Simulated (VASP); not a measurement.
A run of VASP 6.6.1 is set up as follows.

Contents of POSCAR:

```
BP
1.0
    0.0000000000      2.2349650000      2.2690000000
    2.2690000000      0.0000000000      2.2690000000
    2.2690000000      2.2349650000      0.0000000000
B P
1 1
Direct
    0.0000000000      0.0000000000      0.0000000000
    0.7500000000      0.7500000000      0.7500000000
```

INCAR.step1

```
SYSTEM = BP
ALGO = Normal
EDIFF = 1E-4
ENCUT = 520
GGA = PE
ISMEAR = 0
LASPH = .True.
LCHARG = .False.
LREAL = .False.
LWAVE = .True.
NBANDS = 11
NELM = 80
PREC = Accurate
SIGMA = 0.05
```

File INCAR.step2:

```
SYSTEM = BP
ALGO = Normal
EDIFF = 1E-6
ENCUT = 520
ISIF = 2
ISMEAR = 0
ISTART = 1
LASPH = .True.
LCHARG = .False.
LMIXTAU = .True.
LREAL = .False.
LWAVE = .False.
METAGGA = R2SCAN
NBANDS = 11
NELM = 80
PREC = Accurate
SIGMA = 0.05
```

Contents of KPOINTS:

```
k-points
0
Gamma
  10 10 10
  0 0 0
```

Potentials or basis: VASP PAW PBE potentials, release 64 (B, P).

Launch:

```sh
$ cat potpaw_PBE.64/B/POTCAR potpaw_PBE.64/P/POTCAR > POTCAR
$ cp INCAR.step1 INCAR
$ mpirun -np 1 vasp_std > vasp.out
$ cp INCAR.step2 INCAR
$ mpirun -np 1 vasp_std > vasp.out
```

Task: Estimate the band gap on the k mesh.

Result: 1.19 eV (least direct gap 3.50 eV).

Task: Estimate the pressure.

Result: 1.9 GPa.

Stress tensor (GPa, compression positive):
```
0.49 0.00 0.00
0.00 4.82 0.00
0.00 0.00 0.49
```

Caveat: the cell differs from its parent crystal (strain -0.0150 x Voigt [0, 1, 0, 0, 0, 0]); the PAW data sets were made with another functional, which shifts forces and pressure a little. A k mesh can miss the band edges.
